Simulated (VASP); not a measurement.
Write the native input for VASP 6.6.1 that does the following.

```
Task                   : single point
Functional             : r2SCAN
Potentials or basis    : VASP PAW PBE potentials, release 64 (Ti_sv, Si)
Cutoff                 : 520 eV
k mesh                 : 14 × 14 × 10, shifted
Occupations            : gaussian, width 0.1 eV
Spin                   : no spin polarisation
Dipole correction      : no
Further INCAR settings : ALGO = Normal; EDIFF = 1e-07; NBANDS = 15
```

TiSi:

```
Ti Si
1.0
     1.81618   -2.11762    0.00000
     1.81618    2.11762    0.00000
     0.00000    0.00000    3.80393
Ti Si
1 1
Direct
  0.50000 0.50000 0.00000
  0.00000 0.00000 0.50000
```

The input as run:

POSCAR

```
TiSi
1.0
    1.8161780000     -2.1176240000      0.0000000000
    1.8161780000      2.1176240000      0.0000000000
    0.0000000000      0.0000000000      3.8039340000
Ti Si
1 1
Direct
    0.5000000000      0.5000000000      0.0000000000
    0.0000000000      0.0000000000      0.5000000000
```

INCAR.step1

```
SYSTEM = TiSi
PREC = Accurate ; ENCUT = 520
ISMEAR = 0 ; SIGMA = 0.1
LREAL = .FALSE. ; LASPH = .TRUE.
NELM = 60 ; NBANDS = 15
GGA = PE ; ALGO = Normal
EDIFF = 1E-4 ; LWAVE = .TRUE.
LCHARG = .FALSE.
```

INCAR.step2

```
SYSTEM = TiSi
PREC = Accurate ; ENCUT = 520
EDIFF = 1E-7 ; ISMEAR = 0
SIGMA = 0.1 ; LREAL = .FALSE.
LASPH = .TRUE. ; NELM = 60
ALGO = Normal ; ISIF = 2
LWAVE = .FALSE. ; LCHARG = .FALSE.
METAGGA = R2SCAN ; LMIXTAU = .TRUE.
NBANDS = 15 ; ISTART = 1
```

KPOINTS

```
Automatic mesh
0
Gamma
  14 14 10
  0.5 0.5 0.5
```

Potentials or basis: VASP PAW PBE potentials, release 64 (Ti_sv, Si).

The run is started by

```console
$ cat potpaw_PBE.64/Ti_sv/POTCAR potpaw_PBE.64/Si/POTCAR > POTCAR
$ cp INCAR.step1 INCAR
$ mpirun -np 1 vasp_std > vasp.out
$ cp INCAR.step2 INCAR
$ mpirun -np 1 vasp_std > vasp.out
```

It gave:

```
Pressure               : -1.5 GPa
Band gap on the k mesh : zero (bands 8 and 9 overlap by 1.53 eV)
```

Caveat: the PAW data sets were made with another functional, which shifts forces and pressure a little.

It took 9 min on 1 thread of Intel Xeon 8259CL, on a shared host, peak memory 0.25 GiB.
